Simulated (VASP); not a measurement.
# MnF2 (P4_2/mnm) in VASP: a series of runs

The runs below take MnF2 through single point, with PBE, PBEsol.

Everything below comes from runs of VASP 6.6.1. Logs are shortened: lines on timing, memory, paths and dates and some standing lists are left out, and cuts for length are marked.

## 1. The cell of the first run

Symmetry: P4_2/mnm, No. 136, tetragonal system. Conventional cell: a = 4.874 Å, b = 4.874 Å, c = 3.311 Å, α = 90.00°, β = 90.00°, γ = 90.00°. Within 2.8 Å of Mn (site symmetry mmm) lie 6 F at 2.10 to 2.13 Å. F (site symmetry m2m) has 3 Mn at 2.10 to 2.13 Å and 1 F at 2.68 Å within 2.8 Å.

## 2. Single point, PBE

Input file INCAR:

```
SYSTEM = MnF2
PREC = Accurate ; ENCUT = 520
EDIFF = 1E-6 ; ISMEAR = -1
SIGMA = 0.05 ; LREAL = .False.
LASPH = .True. ; NELM = 60
ALGO = Normal ; ISIF = 2
LWAVE = .False. ; LCHARG = .False.
GGA = PE ; NBANDS = 36
```

Input file KPOINTS:

```
Automatic mesh
0
Gamma
  6 6 8
  0 0 0
```

Input file POSCAR:

```
MnF2
1.0
    4.8738000000      0.0000000000      0.0000000000
    0.0000000000      4.8738000000      0.0000000000
    0.0000000000      0.0000000000      3.3107000000
Mn F
2 4
Direct
    0.5000000000      0.5000000000      0.5000000000
    0.0000000000      0.0000000000      0.0000000000
    0.8053000000      0.1947000000      0.5000000000
    0.6947000000      0.6947000000      0.0000000000
    0.1947000000      0.8053000000      0.5000000000
    0.3053000000      0.3053000000      0.0000000000
```

Potentials or basis: VASP PAW PBE potentials, release 64 (Mn_pv, F).

The run is started by

```sh
> cat potpaw_PBE.64/Mn_pv/POTCAR potpaw_PBE.64/F/POTCAR > POTCAR
> mpirun -np 1 vasp_std > vasp.out
```

OUTCAR:

```text
SYSTEM = MnF2
   PREC = Accurate
   ENCUT = 520
   EDIFF = 1E-6
   ISMEAR = -1
   LREAL = .False.
   LASPH = .True.
   NELM = 60
   ISIF = 2
   GGA = PE

 ion  position               nearest neighbor table
   1  0.500  0.500  0.500-   3 2.10   5 2.10   4 2.13   6 2.13   4 2.13   6 2.13
   2  0.000  0.000  0.000-   4 2.10   6 2.10   5 2.13   3 2.13   3 2.13   5 2.13
   3  0.805  0.195  0.500-   1 2.10   2 2.13   2 2.13
   4  0.695  0.695  0.000-   2 2.10   1 2.13   1 2.13
   5  0.195  0.805  0.500-   1 2.10   2 2.13   2 2.13
   6  0.305  0.305  0.000-   2 2.10   1 2.13   1 2.13

  LATTYP: Found a simple tetragonal cell.
 ALAT       =     4.8738000000
 C/A-ratio  =     0.6792851574

  Lattice vectors:

 A1 = (   4.8738000000,   0.0000000000,   0.0000000000)
 A2 = (   0.0000000000,   4.8738000000,   0.0000000000)
 A3 = (   0.0000000000,   0.0000000000,   3.3107000000)

Analysis of symmetry for initial positions (statically):
=====================================================================
 Subroutine PRICEL returns:
 Original cell was already a primitive cell.

 Routine SETGRP: Setting up the symmetry group for a
 simple tetragonal supercell.

 Subroutine GETGRP returns: Found 16 space group operations
 (whereof  8 operations were pure point group operations)
 out of a pool of 16 trial point group operations.

The static configuration has the point symmetry D_2h.
 The point group associated with its full space group is D_4h.

Analysis of symmetry for dynamics (positions and initial velocities):
=====================================================================
 Subroutine PRICEL returns:
 Original cell was already a primitive cell.

 Routine SETGRP: Setting up the symmetry group for a
 simple tetragonal supercell.

 Subroutine GETGRP returns: Found 16 space group operations
 (whereof  8 operations were pure point group operations)
 out of a pool of 16 trial point group operations.

The dynamic configuration has the point symmetry D_2h.
 The point group associated with its full space group is D_4h.

 Subroutine INISYM returns: Found 16 space group operations
 (whereof  8 operations are pure point group operations),
 and found     1 'primitive' translations

----------------------------------------------------------------------------------------

                                     Primitive cell

  volume of cell :      78.6421

  direct lattice vectors                    reciprocal lattice vectors
     4.873800000  0.000000000  0.000000000     0.205178711  0.000000000  0.000000000
     0.000000000  4.873800000  0.000000000     0.000000000  0.205178711  0.000000000
     0.000000000  0.000000000  3.310700000     0.000000000  0.000000000  0.302050926

  length of vectors
     4.873800000  4.873800000  3.310700000     0.205178711  0.205178711  0.302050926

  position of ions in fractional coordinates (direct lattice)
     0.500000000  0.500000000  0.500000000
     0.000000000  0.000000000  0.000000000
     0.805300000  0.194700000  0.500000000
     0.694700000  0.694700000  0.000000000
     0.194700000  0.805300000  0.500000000
     0.305300000  0.305300000  0.000000000

  ion indices of the primitive-cell ions
   primitive index   ion index
                 1           1
                 2           2
                 3           3
                 4           4
                 5           5
                 6           6

----------------------------------------------------------------------------------------

 KPOINTS: Automatic mesh

Automatic generation of k-mesh.
 Grid dimensions read from file:
 generate k-points for:    6    6    8

 Generating k-lattice:

  Cartesian coordinates                     Fractional coordinates (reciprocal lattice)
     0.034196452  0.000000000  0.000000000     0.166666667  0.000000000  0.000000000
     0.000000000  0.034196452  0.000000000     0.000000000  0.166666667  0.000000000
     0.000000000  0.000000000  0.037756366     0.000000000  0.000000000  0.125000000

  Length of vectors
     0.034196452  0.034196452  0.037756366

  Shift w.r.t. Gamma in fractional coordinates (k-lattice)
     0.000000000  0.000000000  0.000000000

 Subroutine IBZKPT returns following result:
 ===========================================

 Found     50 irreducible k-points:

 Following reciprocal coordinates:
            Coordinates               Weight
  0.000000  0.000000  0.000000      1.000000
  0.166667  0.000000  0.000000      4.000000
  0.333333  0.000000  0.000000      4.000000
  0.500000  0.000000  0.000000      2.000000
  0.166667  0.166667  0.000000      4.000000
  0.333333  0.166667  0.000000      8.000000
[... 16 lines left out ...]
  0.333333  0.000000  0.250000      8.000000
  0.500000  0.000000  0.250000      4.000000
 [... further k-points ...]
   k-points           NKPTS =     50   k-points in BZ     NKDIM =     50   number of bands    NBANDS=     36
   number of dos      NEDOS =    301   number of ions     NIONS =      6
   total plane-waves  NPLWV =  36288
   dimension x,y,z NGX =    36 NGY =   36 NGZ =   28
   dimension x,y,z NGXF=    72 NGYF=   72 NGZF=   56
   ions per type =               2   4
   NGX,Y,Z   is equivalent  to a cutoff of  12.28, 12.28, 14.06 a.u.
   NGXF,Y,Z  is equivalent  to a cutoff of  24.56, 24.56, 28.12 a.u.
 SYSTEM =  MnF2
   PREC   = accura    normal or accurate (medium, high low for compatibility)
   ISTART =      0    job   : 0-new  1-cont  2-samecut
   ICHARG =      2    charge: 1-file 2-atom 10-const
   ISPIN  =      1    spin polarized calculation?
   LNONCOLLINEAR =      F non collinear calculations
   LSORBIT =      F    spin-orbit coupling
   LASPH  =      T    aspherical Exc in radial PAW
   ENCUT  =  520.0 eV  38.22 Ry    6.18 a.u.   9.06  9.06  6.16*2*pi/ulx,y,z
   NELM   =     60;   NELMIN=  2; NELMDL= -5     # of ELM steps
   EDIFF  = 0.1E-05   stopping-criterion for ELM
   LREAL  =      F    real-space projection
   EDIFFG = 0.1E-04   stopping-criterion for IOM
   NSW    =      0    number of steps for IOM
   IBRION =     -1    ionic relax: 0-MD 1-quasi-New 2-CG
   NFREE  =      0    steps in history (QN), initial steepest desc. (CG)
   ISIF   =      2    stress and relaxation
   ISYM   =      2    0-nonsym 1-usesym 2-fastsym
   POTIM  = 0.5000    time-step for ionic-motion
   TEBEG  =    0.0;   TEEND  =   0.0 temperature during run
   PSTRESS=    0.0 pullay stress
   NELECT =      54.0000    total number of electrons
   NUPDOWN=      -1.0000    fix difference up-down
   EMIN   =  10.00;   EMAX   =-10.00  energy-range for DOS
   EFERMI =   0.00;   METHOD = LEGACY
   ISMEAR =    -1;   SIGMA  =   0.05  broadening in eV -4-tet -1-fermi 0-gaus
   EFERMI_NEDOS =   21; number of points for ismear=-14 and -15
   IALGO  =     38    algorithm
   IMIX   =      4    mixing-type and parameters
     AMIX     =   0.40;   BMIX     =  1.00
     AMIX_MAG =   1.60;   BMIX_MAG =  1.00
  volume/ion in A,a.u.               =      13.11        88.45
  Fermi-wavevector in a.u.,A,eV,Ry     =   1.444290  2.729312 28.381385  2.085973
  Thomas-Fermi vector in A             =   2.562601
   LORBIT       =      0    0 simple, 1 ext, 2 COOP (PROOUT), +10 PAW based schemes
   GGA     = PE    functional components
   LHFCALC =     F    Hartree Fock is set to
   AEXX    =    0.0000 exact exchange contribution
   IVDW    =     0    specifies the selected vdW correction
   LEPSILON=     F    determine dielectric tensor
   LRPA    =     F    only Hartree local field effects (RPA)
 non-spin polarized calculation
  energy-cutoff  :      520.00
  volume of cell :       78.64
 maximum number of plane-waves:      2144
   NGX = 19   NGY = 19   NGZ = 13

 number of electron      54.0000047 magnetization

 Free energy of the ion-electron system (eV)
  ---------------------------------------------------
  ext. energy  EPLUGINS =         0.00000000
  ---------------------------------------------------
  free energy    TOTEN  =       -33.50874847 eV

  energy without entropy =      -33.36625110  energy(sigma->0) =      -33.43749979

 E-fermi :   3.1741     XC(G=0):  -9.8508

 val. band max:        3.1723722673   @ k =   0.1667   0.0000   0.3750
 cond. band min:       3.1762905584   @ k =   0.3333   0.0000   0.3750
 fundamental gap:      0.0039182912
 Fermi energy:         3.1741167701

 k-point     1 :       0.0000    0.0000    0.0000
  band No.  band energies     occupation
      1     -44.8336      2.00000
      2     -44.8336      2.00000
      3     -44.7335      2.00000
      4     -44.7314      2.00000
      5     -44.7079      2.00000
      6     -44.7079      2.00000
[... 28 lines left out ...]
     35      10.2150      0.00000
     36      11.7447      0.00000

 k-point     2 :       0.1667    0.0000    0.0000
  band No.  band energies     occupation
      1     -44.8335      2.00000
      2     -44.8335      2.00000
      3     -44.7334      2.00000
      4     -44.7315      2.00000
      5     -44.7080      2.00000
      6     -44.7080      2.00000
[... 28 lines left out ...]
     35      10.4131      0.00000
     36      11.9758      0.00000

 k-point     3 :       0.3333    0.0000    0.0000
  band No.  band energies     occupation
      1     -44.8335      2.00000
      2     -44.8335      2.00000
      3     -44.7330      2.00000
      4     -44.7319      2.00000
      5     -44.7081      2.00000
      6     -44.7081      2.00000
[... 28 lines left out ...]
     35      10.9523      0.00000
     36      12.0026      0.00000

 k-point     4 :       0.5000    0.0000    0.0000
  band No.  band energies     occupation
      1     -44.8335      2.00000
      2     -44.8335      2.00000
      3     -44.7324      2.00000
      4     -44.7324      2.00000
      5     -44.7081      2.00000
      6     -44.7081      2.00000
[... 28 lines left out ...]
     35      11.6219      0.00000
     36      11.6219      0.00000

 k-point     5 :       0.1667    0.1667    0.0000
  band No.  band energies     occupation
      1     -44.8336      2.00000
      2     -44.8335      2.00000
      3     -44.7333      2.00000
      4     -44.7316      2.00000
      5     -44.7081      2.00000
      6     -44.7079      2.00000
[... 655 lines left out ...]
 k-point    22 :       0.1667    0.0000    0.2500
  band No.  band energies     occupation
      1     -44.8328      2.00000
      2     -44.8328      2.00000
      3     -44.7451      2.00000
      4     -44.7438      2.00000
      5     -44.7059      2.00000
      6     -44.7059      2.00000
[... 28 lines left out ...]
     35      11.6917      0.00000
     36      12.0562      0.00000

 k-point    23 :       0.3333    0.0000    0.2500
  band No.  band energies     occupation
      1     -44.8328      2.00000
      2     -44.8328      2.00000
      3     -44.7448      2.00000
      4     -44.7441      2.00000
      5     -44.7060      2.00000
      6     -44.7059      2.00000
[... 28 lines left out ...]
     35      12.1024      0.00000
     36      12.2368      0.00000

 k-point    24 :       0.5000    0.0000    0.2500
  band No.  band energies     occupation
      1     -44.8328      2.00000
      2     -44.8328      2.00000
      3     -44.7444      2.00000
      4     -44.7444      2.00000
      5     -44.7060      2.00000
      6     -44.7060      2.00000
[... 28 lines left out ...]
     35      12.3680      0.00000
     36      12.3680      0.00000

 [... further k-points ...]

------------------------ aborting loop because EDIFF is reached ----------------------------------------

  FORCE on cell =-STRESS in cart. coord.  units (eV):
  Direction    XX          YY          ZZ          XY          YZ          ZX
  --------------------------------------------------------------------------------------
  -------------------------------------------------------------------------------------
  Total       -6.9590901     -6.9590901     -9.2109727     -0.0000000      0.0000000      0.0000000
  in kB     -141.7776596   -141.7776596   -187.6553039     -0.0000000      0.0000000      0.0000000
  external PRESSURE =    -157.0702077 kB  Pullay stress =       0.0000000 kB

 VOLUME and BASIS-vectors are now :
 -----------------------------------------------------------------------------
  energy-cutoff  :      520.00
  volume of cell :       78.64
      direct lattice vectors                 reciprocal lattice vectors
     4.873800000  0.000000000  0.000000000     0.205178711  0.000000000  0.000000000
     0.000000000  4.873800000  0.000000000     0.000000000  0.205178711  0.000000000
     0.000000000  0.000000000  3.310700000     0.000000000  0.000000000  0.302050926

 POSITION                                       TOTAL-FORCE (eV/Angst)
 -----------------------------------------------------------------------------------
      2.43690      2.43690      1.65535         0.000000      0.000000      0.000000
      0.00000      0.00000      0.00000         0.000000      0.000000      0.000000
      3.92487      0.94893      1.65535         0.022064     -0.022064      0.000000
      3.38583      3.38583      0.00000        -0.022064     -0.022064      0.000000
      0.94893      3.92487      1.65535        -0.022064      0.022064      0.000000
      1.48797      1.48797      0.00000         0.022064      0.022064      0.000000
 -----------------------------------------------------------------------------------
    total drift:                                0.000000      0.000000      0.000000

  FREE ENERGIE OF THE ION-ELECTRON SYSTEM (eV)
  ---------------------------------------------------
  free  energy   TOTEN  =       -33.5087484706 eV

  energy  without entropy=      -33.3662511023  energy(sigma->0) =      -33.43749979
```

It took 2.7 min on 1 thread of Intel Xeon Platinum 8375C at 2.90GHz (Ice Lake), shared host; peak memory 0.24 GiB.

Results:

| Item | Value |
| --- | --- |
| Free energy | -33.5087 eV |
| Pressure | -15.7 GPa |
| Largest force | 0.031 eV/Å |
| Band gap on the k mesh | zero (bands 27 and 28 overlap by 0.19 eV) |

Forces on the atoms (eV/Å):
```
Mn   0.000  0.000  0.000
Mn   0.000  0.000  0.000
F    0.022 -0.022  0.000
F   -0.022 -0.022  0.000
F   -0.022  0.022  0.000
F    0.022  0.022  0.000
```

Caveat: the cell stands under tension; the run has no spin polarisation, though such a crystal can be magnetic; semilocal functionals often make such compounds metallic where correlation or magnetic order opens a gap, which also shifts bond lengths. With open d or f shells a metallic result of PBE can be an artefact of self-interaction; +U or a hybrid may open a gap.

## 3. Single point, PBEsol, collinear spin, ferromagnetic start

Input file INCAR:

```
PREC = Accurate
ENCUT = 520
EDIFF = 1E-7
ISMEAR = -1
SIGMA = 0.05
LREAL = False
LASPH = True
NELM = 150
ALGO = Normal
ISIF = 2
LWAVE = False
LCHARG = True
ISPIN = 2
MAGMOM = 5.5 5.5 0 0 0 0
LORBIT = 11
LMAXMIX = 4
GGA = PS
LELF = True
LVHAR = True
NBANDS = 40
```

Input file KPOINTS:

```
Automatic mesh
0
Gamma
  6 6 8
```

POSCAR is that of step 2.

Potentials or basis: VASP PAW PBE potentials, release 64 (Mn_pv, F).

The run is started by

```sh
> cat potpaw_PBE.64/Mn_pv/POTCAR potpaw_PBE.64/F/POTCAR > POTCAR
> mpirun -np 1 vasp_std > vasp.out
```

It took 3.8 min on 1 thread of Intel Xeon Platinum 8375C at 2.90GHz (Ice Lake), shared host; peak memory 0.35 GiB.

The run converged. Its results:

```yaml
Free_energy: -40.6355 eV
Pressure: -0.6 GPa
Band_gap_on_the_k_mesh: 0.94 eV
Net_moment: 10.00 μB per cell
Site_moments: Mn +4.58; F +0.09 μB
Valence_electrons_inside_the_program's_atomic_spheres: Mn 11.26; F 6.08
```

Stress tensor (GPa, compression positive):
```
-0.54  0.00  0.00
 0.00 -0.54  0.00
 0.00  0.00 -0.82
```

Levels at points of the mesh, in eV from the valence-band top:
Spin up:
```csv
k point,band 29,band 30,band 31,band 32,band 33,band 34,band 35,band 36
"(0.00, 0.00, 0.00)",-1.58,-0.56,-0.56,0.00,0.94,6.25,6.25,7.65
"(0.50, 0.00, 0.00)",-0.83,-0.83,-0.69,-0.69,3.30,3.30,7.59,7.59
"(0.50, 0.50, 0.00)",-1.14,-1.14,-0.57,-0.57,4.82,4.82,5.36,5.36
"(0.00, 0.00, 0.50)",-1.25,-1.25,-1.02,-1.02,5.56,5.56,9.36,9.36
"(0.50, 0.00, 0.50)",-1.68,-1.68,-0.33,-0.33,6.64,6.64,6.76,6.76
"(0.50, 0.50, 0.50)",-1.28,-1.28,-0.84,-0.84,6.62,6.62,7.71,7.71
```
Spin down:
| k point | band 20 | band 21 | band 22 | band 23 | band 24 | band 25 |
| --- | --- | --- | --- | --- | --- | --- |
| (0.00, 0.00, 0.00) | -4.68 | -4.68 | -4.38 | 1.62 | 1.68 | 2.09 |
| (0.50, 0.00, 0.00) | -5.47 | -4.72 | -4.72 | 1.86 | 1.86 | 2.28 |
| (0.50, 0.50, 0.00) | -5.13 | -5.05 | -5.05 | 1.74 | 1.74 | 2.17 |
| (0.00, 0.00, 0.50) | -5.31 | -5.09 | -5.09 | 2.10 | 2.10 | 2.18 |
| (0.50, 0.00, 0.50) | -5.15 | -4.89 | -4.89 | 1.81 | 1.81 | 2.23 |
| (0.50, 0.50, 0.50) | -4.87 | -4.79 | -4.79 | 2.07 | 2.07 | 2.16 |

Caveat: the PAW data sets were made with another functional, which shifts forces and pressure a little; the run started ferromagnetic, and an antiferromagnetic order may lie lower in energy. A k mesh can miss the band edges.
